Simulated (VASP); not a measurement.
Runs of VASP 6.6.1 on TaSi2. The structure is that of space group F-43m (No. 216), or close to it. The cells are those of the table. 

```tsv
task	cell	k mesh	cutoff (eV)	k mesh for the DOS	occupations for the DOS	gap on the mesh (eV)	pressure (GPa)	relaxed volume (Å³/atom)
single point	a = 4.183 Å, angles 60.0°, 3 atoms	14 × 14 × 14	520	-	-	none	0.0	-
single point	a = 4.108 Å, angles 60.0°, 3 atoms	6 × 6 × 6	520	-	-	none	(a)	-
relaxation of cell and atoms	relaxed from a = 4.108 Å, angles 60.0°, 3 atoms	6 × 6 × 6	600	-	-	-	0.0	17.25
single point	a = 4.185 Å, angles 60.0°, 3 atoms	6 × 6 × 6	520	-	-	none	-0.3	-
relaxation of cell and atoms	relaxed from a = 4.185 Å, angles 60.0°, 3 atoms	14 × 14 × 14	600	-	-	-	0.0	17.25
```

Alike in all rows: level PBE; potentials or basis VASP PAW PBE potentials, release 64 (Ta_pv, Si); no spin polarisation; smearing gaussian 0.1 eV.

**Question.** Fill in the values left out.

**Answer.** (a) 7.2.

Caveats: spin-orbit coupling is left out, which moves the levels of the heavy elements; the bands computed are all filled at some k points, so no gap is given (some runs).

A k mesh can miss the band edges, and the runs leave out spin-orbit coupling on Ta.

A gap of «none» marks levels without a gap at the run's occupations.
